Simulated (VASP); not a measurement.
**B: single point with PBE**

Crystal: B.

```
CELL_PARAMETERS angstrom
5.61566 0.00000 0.00000
-2.80783 4.86330 0.00000
0.00000 0.00000 3.07839
ATOMIC_POSITIONS crystal
B 0.50000 0.00000 0.50000
B 0.00000 0.50000 0.50000
B 0.50000 0.50000 0.50000
B 0.33333 0.66667 0.00000
B 0.66667 0.33333 0.00000
B 0.33333 0.66667 0.50000
B 0.66667 0.33333 0.50000
B 0.00000 0.00000 0.00000
```

The cell was built from a structure type or drawn by symmetry, and may not be a known phase.

```json
{
 "Program": "VASP 6.6.1",
 "Task": "single point",
 "Functional": "PBE",
 "Potentials or basis": "VASP PAW PBE potentials, release 64 (B)",
 "Cutoff": "520 eV",
 "k mesh": "9 × 9 × 12",
 "Occupations": "gaussian, width 0.1 eV",
 "Spin": "no spin polarisation"
}
```

```json
{
 "Pressure": "0.0 GPa",
 "Band gap on the k mesh": "zero (bands 12 and 13 overlap by 3.23 eV)"
}
```

Levels at points of the mesh, in eV from the Fermi level:
| k point | band 10 | band 11 | band 12 | band 13 | band 14 | band 15 |
| --- | --- | --- | --- | --- | --- | --- |
| (0.00, 0.00, 0.00) | -1.04 | -1.04 | 1.51 | 2.52 | 2.52 | 3.31 |
| (0.00, 0.00, 0.50) | -4.46 | -3.51 | -0.87 | -0.67 | -0.67 | 1.18 |

It took 2.9 min on 1 thread of Intel Xeon 8259CL (shared host), peak memory 0.25 GiB.
